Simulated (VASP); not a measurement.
Here is a VASP 6.6.1 calculation.

INCAR

```
PREC = Accurate
ENCUT = 520
EDIFF = 1E-6
ISMEAR = 0
SIGMA = 0.15
LREAL = F
LASPH = T
NELM = 150
ALGO = Fast
ISIF = 2
LWAVE = F
LCHARG = T
ISPIN = 2
MAGMOM = 0.25 0
LORBIT = 11
NUPDOWN = 0.25
LMAXMIX = 4
GGA = PS
LELF = T
LVHAR = T
NBANDS = 18
```

KPOINTS

```
regular mesh
0
Gamma
  21 21 12
```

POSCAR

```
TiAl
1.0
    2.9215484151      0.0000000000      0.0000000000
   -1.4607742075      2.5301351459      0.0000000000
    0.0000000000      0.0000000000      4.7392337000
Ti Al
1 1
Direct
    0.0000000000      0.0000000000      0.0000000000
    0.3333333333      0.6666666667      0.5000000000
```

Potentials or basis: VASP PAW PBE potentials, release 64 (Ti_sv, Al).

The run is started by

```sh
$ cat potpaw_PBE.64/Ti_sv/POTCAR potpaw_PBE.64/Al/POTCAR > POTCAR
$ mpirun -np 1 vasp_std > vasp.out
```

(1) What does it give for the pressure?

Answers

(1) -7.4 GPa.

Caveat: the cell stands under tension; the PAW data sets were made with another functional, which shifts forces and pressure a little; the total moment is fixed, so each spin has its own Fermi level.
